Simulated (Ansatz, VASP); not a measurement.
# Two plane-wave programs on CsCdCl3

INCAR

```
ALGO     = Normal         # electronic algorithm
EDIFF    = 1E-6           # SCF threshold, eV
ENCUT    = 520            # plane-wave cutoff, eV
ISIF     = 2              # what is computed and relaxed
ISMEAR   = 0              # smearing method
LASPH    = True           # aspherical terms in the spheres
LCHARG   = False          # write CHGCAR
LREAL    = False          # projectors in reciprocal space
LWAVE    = False          # write WAVECAR
NBANDS   = 29             # bands
NELM     = 80             # most SCF steps
PREC     = Accurate       # precision mode
SIGMA    = 0.05           # smearing width, eV
```

KPOINTS

```
k-points
0
Gamma
  6 6 6
```

The input POSCAR:

```
CsCdCl3
1.0
    5.2000000000      0.0000000000      0.0000000000
    0.0000000000      5.2000000000      0.0000000000
    0.0000000000      0.0000000000      5.2000000000
Cs Cd Cl
1 1 3
Direct
    0.0000000000      0.0000000000      0.0000000000
    0.5000000000      0.5000000000      0.5000000000
    0.0168269231      0.5000000000      0.5000000000
    0.5168269231      0.0000000000      0.5000000000
    0.5168269231      0.5000000000      0.0000000000
```

Input for Ansatz:

```yaml
crystal:
  lattice:
    - [5.2, 0.0, 0.0]
    - [0.0, 5.2, 0.0]
    - [0.0, 0.0, 5.2]
  atoms:
    - { symbol: Cs, position: [0.0, 0.0, 0.0] }
    - { symbol: Cd, position: [0.5, 0.5, 0.5] }
    - { symbol: Cl, position: [0.0168269231, 0.5, 0.5] }
    - { symbol: Cl, position: [0.5168269231, 0.0, 0.5] }
    - { symbol: Cl, position: [0.5168269231, 0.5, 0.0] }
basis:
  ecutwfc: 420
kpoints:
  mp_grid: { grid: [6, 6, 6] }
hamiltonian:
  xc: lda
scf:
  occupations: { method: gaussian, width: 0.05 }
output:
  forces: true
  stress: true
  eigenvalues: true
```

Change from the starting cell: all Cl atoms moved +0.087 Å, as atom 3 along Cartesian [1 0 0].

Alike in both runs: task single point; functional LDA; k mesh 6 × 6 × 6; occupations gaussian, width 0.05 eV; no spin polarisation.

```csv
,VASP,Ansatz
version,VASP 6.6.1,Ansatz 0.2.0
potentials or method,"VASP PAW LDA potentials, release 64 (Cs_sv, Cd, Cl), cutoff 520 eV","scalar-relativistic, plane waves, PAW"
valence electrons in the cell,42,50
```

|  | VASP | Ansatz | Ansatz less VASP |
| --- | --- | --- | --- |
| gap on the k mesh at the Fermi level (eV) | 1.56 | 1.53 | -0.027 |
| least direct gap on the mesh (eV) | 2.13 | 2.10 | -0.021 |
| pressure (GPa) | -1.6 | -1.8 | -0.22 |
| traceless stress, the component that is largest in VASP (GPa) | 0.23 | 0.22 | -0.010 |
| rms of the force components (eV/Å) | 0.117 | 0.108 | -0.0090 |

LDA's correlation is that of Perdew and Zunger in VASP and of Perdew and Wang (1992) in Ansatz. Atom by atom the forces differ by 0.009 eV/Å (rms over components). VASP's potentials hold 42 valence electrons a cell and Ansatz's 50, so a difference there can come from the potentials and not from the codes.

Neither program's run includes spin-orbit coupling.
